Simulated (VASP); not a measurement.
# Mg16O16F (a cell with a defect) in VASP: notebook

Runs on Mg16O16F (a cell with a defect). Level: PBE. Tasks: single point, relaxation of the atoms.

Everything below comes from runs of VASP 6.6.1. Logs are shortened: lines on timing, memory, paths and dates and some standing lists are left out, and cuts for length are marked.

## 1. The cell of the first run

The cell holds a defect, 33 atoms: a = 7.369 Å, b = 7.369 Å, c = 7.369 Å, α = 109.47°, β = 109.47°, γ = 109.47°.

## 2. Single point, PBE

File INCAR:

```
SYSTEM = Mg16O16F
  ALGO = Normal
  EDIFF = 1E-7
  ENCUT = 520
  GGA = PE
  ISIF = 2
  ISMEAR = -1
  LASPH = .TRUE.
  LCHARG = .FALSE.
  LREAL = Auto
  LWAVE = .FALSE.
  NBANDS = 90
  NELECT = 136.0
  NELM = 60
  PREC = Accurate
  SIGMA = 0.01
```

File KPOINTS:

```
Automatic mesh
0
Gamma
  2 2 2
  0.5 0.5 0.5
```

File POSCAR:

```
Mg16O16F
1.0
   -4.2543812300      4.2543812300      4.2543812300
    4.2543812300     -4.2543812300      4.2543812300
    4.2543812300      4.2543812300     -4.2543812300
Mg O F
16 16 1
Direct
    0.0083307400      0.0085464000      0.0079431000
    0.0015517000      0.2548243800      0.7494152400
    0.0031639100      0.4984795300      0.4977971400
    0.0015915500      0.7501314600      0.2542319800
    0.2547086900      0.0017375300      0.7494548700
    0.2451632900      0.2453243800      0.4962489900
    0.2451278400      0.4968868800      0.2445766800
    0.2547224400      0.7500940500      0.0010870200
    0.4983016800      0.0032398500      0.4978138600
    0.4967305300      0.2452643800      0.2445653900
    0.4983116800      0.4984860600      0.0024594300
    0.4914729100      0.7502185300      0.7494779700
    0.7499317900      0.0017512000      0.2542326300
    0.7499462100      0.2549128800      0.0010995100
    0.7500064400      0.4914732700      0.7493891400
    0.7498417600      0.7499800400      0.4906713000
    0.0039011800      0.0040275400      0.5078170100
   -0.0084927600      0.2456578300      0.2449896500
    0.0039271700      0.5084941200      0.0033795000
    0.0493446900      0.7500529700      0.7494436800
    0.2454966000     -0.0083705400      0.2449540500
    0.2454543100      0.2455969500     -0.0090718500
    0.2544675700      0.4961145600      0.7494227600
    0.2544328000      0.7500959300      0.4954257400
    0.5083985400      0.0041098200      0.0034178100
    0.4960065600      0.2545653300      0.7494161000
    0.4505413800      0.4506694500      0.4499515600
    0.4960172700      0.7501014100      0.2538436300
    0.7499301600      0.0493668100      0.7495129300
    0.7499712300      0.2545294100      0.4954689000
    0.7499630600      0.4961518400      0.2538378600
    0.7500387800      0.7502229500      0.0486682200
    0.7498961800      0.7498964500      0.7491561200
```

Potentials or basis: VASP PAW PBE potentials, release 64 (Mg, O, F).

On the command line:

```bash
> cat potpaw_PBE.64/Mg/POTCAR potpaw_PBE.64/O/POTCAR potpaw_PBE.64/F/POTCAR > POTCAR
> mpirun -np 1 vasp_std > vasp.out
```

OUTCAR:

```text
SYSTEM = Mg16O16F
   EDIFF = 1E-7
   ENCUT = 520
   GGA = PE
   ISIF = 2
   ISMEAR = -1
   LASPH = .TRUE.
   LREAL = Auto
   NELECT = 136.0
   NELM = 60
   PREC = Accurate

 ion  position               nearest neighbor table
   1  0.008  0.009  0.008-  33 1.91  18 2.09  21 2.09  22 2.09  32 2.38  29 2.39  20 2.39   6 2.94
                             7 2.94  10 2.94  13 3.04   4 3.04  14 3.04   2 3.04   8 3.04   5 3.04
   2  0.002  0.255  0.749-  29 1.96  23 2.10  22 2.11  17 2.11  30 2.15  19 2.15  15 2.94   7 2.98
                            13 2.98   8 2.98   3 2.98  11 2.99   6 2.99   9 3.03  14 3.03   1 3.04
   3  0.003  0.498  0.498-  20 1.96  18 2.10  30 2.11  31 2.11  24 2.15  23 2.15  12 2.94   6 2.98
                             7 2.98   4 2.98   2 2.98  14 2.99  13 2.99   5 3.03   8 3.03  15 3.04
   4  0.002  0.750  0.254-  32 1.96  24 2.10  21 2.11  19 2.11  17 2.15  31 2.15  16 2.94   6 2.98
                             3 2.98  14 2.98   5 2.98   9 2.99   7 2.99  13 3.03  11 3.03   1 3.04
   5  0.255  0.002  0.749-  20 1.96  26 2.10  22 2.10  17 2.11  25 2.15  24 2.15  12 2.94  10 2.98
                             4 2.98   9 2.98  14 2.98  11 2.99   6 2.99   3 3.03   8 3.03   1 3.04
   6  0.245  0.245  0.496-  27 1.96  17 2.10  23 2.11  26 2.11  18 2.15  21 2.15   1 2.94   3 2.98
                             4 2.98   9 2.98  13 2.98   2 2.99   5 2.99   7 3.03  10 3.03  15 3.04
   7  0.245  0.497  0.245-  27 1.96  19 2.10  24 2.11  28 2.11  18 2.15  22 2.15   1 2.94   2 2.98
                            14 2.98   3 2.98  11 2.98   8 2.99   4 2.99  10 3.03   6 3.03  16 3.04
   8  0.255  0.750  0.001-  20 1.96  28 2.10  21 2.11  19 2.11  25 2.15  23 2.15  12 2.94  10 2.98
                            11 2.98  13 2.98   2 2.98   7 2.99   9 2.99   5 3.03   3 3.03  15 3.04
   9  0.498  0.003  0.498-  29 1.96  21 2.10  24 2.11  28 2.11  26 2.15  30 2.15  15 2.94  13 2.98
[... 16 lines left out ...]
  18  0.992  0.246  0.245-   1 2.09   3 2.10  14 2.11  13 2.11   6 2.15   7 2.15
  19  0.004  0.508  0.003-  15 2.09   7 2.10   8 2.11   4 2.11   2 2.15  14 2.15
  20  0.049  0.750  0.749-   8 1.96   3 1.96   5 1.96  15 2.39   1 2.39  16 2.39
  21  0.245  0.992  0.245-   1 2.09   9 2.10   8 2.11   4 2.11  10 2.15   6 2.15
  22  0.245  0.246  0.991-   1 2.09  11 2.10   5 2.10   2 2.11  10 2.15   7 2.15
[... 8 lines left out ...]
  31  0.750  0.496  0.254-  16 2.09  14 2.10   3 2.11  10 2.11   4 2.15  11 2.15
  32  0.750  0.750  0.049-  13 1.96   4 1.96  11 1.97   1 2.38  12 2.39  15 2.39
  33  0.750  0.750  0.749-  16 1.90  15 1.91   1 1.91  12 1.91

  LATTYP: Found a body centered cubic cell.
 ALAT       =     8.5087624600

  Lattice vectors:

 A1 = (  -4.2543812300,   4.2543812300,   4.2543812300)
 A2 = (   4.2543812300,  -4.2543812300,   4.2543812300)
 A3 = (   4.2543812300,   4.2543812300,  -4.2543812300)

Analysis of symmetry for initial positions (statically):
=====================================================================
 Subroutine PRICEL returns:
 Original cell was already a primitive cell.

 Routine SETGRP: Setting up the symmetry group for a
 body centered cubic supercell.

 Subroutine GETGRP returns: Found  1 space group operations
 (whereof  1 operations were pure point group operations)
 out of a pool of 48 trial point group operations.
[... 174 lines left out ...]
   IMIX   =      4    mixing-type and parameters
     AMIX     =   0.40;   BMIX     =  1.00
     AMIX_MAG =   1.60;   BMIX_MAG =  1.00
  volume/ion in A,a.u.               =       9.33        62.99
  Fermi-wavevector in a.u.,A,eV,Ry     =   1.246612  2.355756 21.144027  1.554042
  Thomas-Fermi vector in A             =   2.380782
   LORBIT       =      0    0 simple, 1 ext, 2 COOP (PROOUT), +10 PAW based schemes
   GGA     = PE    functional components
   LHFCALC =     F    Hartree Fock is set to
   AEXX    =    0.0000 exact exchange contribution
   IVDW    =     0    specifies the selected vdW correction
   LEPSILON=     F    determine dielectric tensor
   LRPA    =     F    only Hartree local field effects (RPA)
 non-spin polarized calculation
  energy-cutoff  :      520.00
  volume of cell :      308.01
 maximum number of plane-waves:      8324
 NGX is ok and might be reduce to    54
   NGX = 27   NGY = 27   NGZ = 27

 number of electron     135.9999995 magnetization

 Free energy of the ion-electron system (eV)
  ---------------------------------------------------
  ext. energy  EPLUGINS =         0.00000000
  ---------------------------------------------------
  free energy    TOTEN  =      -186.02721941 eV

  energy without entropy =     -186.02721941  energy(sigma->0) =     -186.02721941

 E-fermi :   4.0379     XC(G=0): -11.0982

 val. band max:        3.7170209453   @ k =  -0.2500   0.2500   0.2500
 cond. band min:       8.9245694506   @ k =  -0.2500   0.2500   0.2500
 fundamental gap:      5.2075485053
 Fermi energy:         4.0379160703

 k-point     1 :       0.2500    0.2500    0.2500
  band No.  band energies     occupation
      1     -19.8467      2.00000
      2     -13.5837      2.00000
      3     -13.5836      2.00000
      4     -13.5828      2.00000
      5     -13.2489      2.00000
      6     -12.8357      2.00000
[... 321 lines left out ...]
     79      12.8135      0.00000
     80      12.9504      0.00000
 [bands above 80 left out]

------------------------ aborting loop because EDIFF is reached ----------------------------------------

  FORCE on cell =-STRESS in cart. coord.  units (eV):
  Direction    XX          YY          ZZ          XY          YZ          ZX
  --------------------------------------------------------------------------------------
  -------------------------------------------------------------------------------------
  Total       23.5978897     23.5731179     23.5268774      0.0029424      0.0118175      0.0064844
  in kB      122.7480346    122.6191803    122.3786531      0.0153053      0.0614708      0.0337298
  external PRESSURE =     122.5819560 kB  Pullay stress =       0.0000000 kB

 VOLUME and BASIS-vectors are now :
 -----------------------------------------------------------------------------
  energy-cutoff  :      520.00
  volume of cell :      308.01
      direct lattice vectors                 reciprocal lattice vectors
    -4.254381230  4.254381230  4.254381230     0.000000000  0.117525904  0.117525904
     4.254381230 -4.254381230  4.254381230     0.117525904  0.000000000  0.117525904
     4.254381230  4.254381230 -4.254381230     0.117525904  0.117525904  0.000000000

 POSITION                                       TOTAL-FORCE (eV/Angst)
 -----------------------------------------------------------------------------------
      0.03471      0.03288      0.03801        -0.014191     -0.011472     -0.010194
      4.26582      2.11078     -2.09758         0.002166     -0.001211      0.002194
      4.22508      0.01056      0.01636        -0.001273      0.003161      0.001368
      4.26617     -2.10297      2.11652        -0.000244      0.001872     -0.001638
      2.11223      4.26470     -2.09745        -0.003726      0.002449      0.002104
      2.11192      2.11055     -0.02451        -0.003348     -0.001848     -0.002804
[... 25 lines left out ...]
      0.20784      0.20627      6.17563        -0.015982     -0.015911      0.013432
      3.18720      3.18719      3.19349         0.004720      0.000387     -0.000932
 -----------------------------------------------------------------------------------
    total drift:                                0.002214      0.001913     -0.002932

  FREE ENERGIE OF THE ION-ELECTRON SYSTEM (eV)
  ---------------------------------------------------
  free  energy   TOTEN  =      -186.0272194051 eV

  energy  without entropy=     -186.0272194051  energy(sigma->0) =     -186.02721941
```

stdout:

```text
POSCAR found type information on POSCAR MgO F
 POSCAR found :  3 types and      33 ions
 scaLAPACK will be used
 LDA part: xc-table for (Slater+PW92), standard interpolation
 POSCAR, INCAR and KPOINTS ok, starting setup
 FFT: planning ... GRIDC
 FFT: planning ... GRID_SOFT
 FFT: planning ... GRID
 WAVECAR not read
 entering main loop
 the old and the new charge density differ
 old charge density:   135.00000 new  136.00000
    0.304E+01
```

Wall time 3 min (1 thread of Intel Xeon 6975P-C (Granite Rapids), shared host); peak memory 0.44 GiB.

What came out:

* Free energy: -186.0272 eV
* Largest force: 0.030 eV/Å

Forces on the atoms (eV/Å):
```
Mg  -0.014 -0.011 -0.010
Mg   0.002 -0.001  0.002
Mg  -0.001  0.003  0.001
Mg   0.000  0.002 -0.002
Mg  -0.004  0.002  0.002
Mg  -0.003 -0.002 -0.003
Mg  -0.001 -0.001 -0.002
Mg  -0.004  0.003  0.004
Mg   0.002  0.000  0.003
Mg  -0.002 -0.001 -0.003
Mg   0.003  0.005 -0.002
Mg  -0.015  0.013  0.012
Mg   0.001  0.003 -0.001
Mg   0.002 -0.002  0.003
Mg   0.013 -0.013  0.013
Mg   0.013  0.015 -0.012
O   -0.002 -0.004  0.018
O    0.017  0.003  0.004
O   -0.003  0.018 -0.004
O    0.017 -0.019 -0.016
O    0.004  0.017  0.004
O    0.004  0.002  0.017
O    0.005 -0.006 -0.018
O    0.005 -0.017 -0.004
O    0.018 -0.004 -0.004
O   -0.004  0.003 -0.018
O    0.017  0.015  0.018
O   -0.003 -0.019  0.003
O   -0.018  0.014 -0.016
O   -0.018  0.003 -0.004
O   -0.018 -0.004  0.003
O   -0.016 -0.016  0.013
F    0.005  0.000 -0.001
```

Levels at points of the mesh, in eV from the Fermi level:
| k point | band 66 | band 67 | band 68 | band 69 | band 70 | band 71 |
| --- | --- | --- | --- | --- | --- | --- |
| (0.25, 0.25, 0.25) | -0.41 | -0.40 | -0.40 | 5.97 | 5.97 | 5.97 |

Caveat: the cell carries a net charge on a neutralising background, which shifts energy and pressure; the cell is charged against a uniform background, so pressure and absolute levels hang on convention.

(Continued in part 2 of 2.)
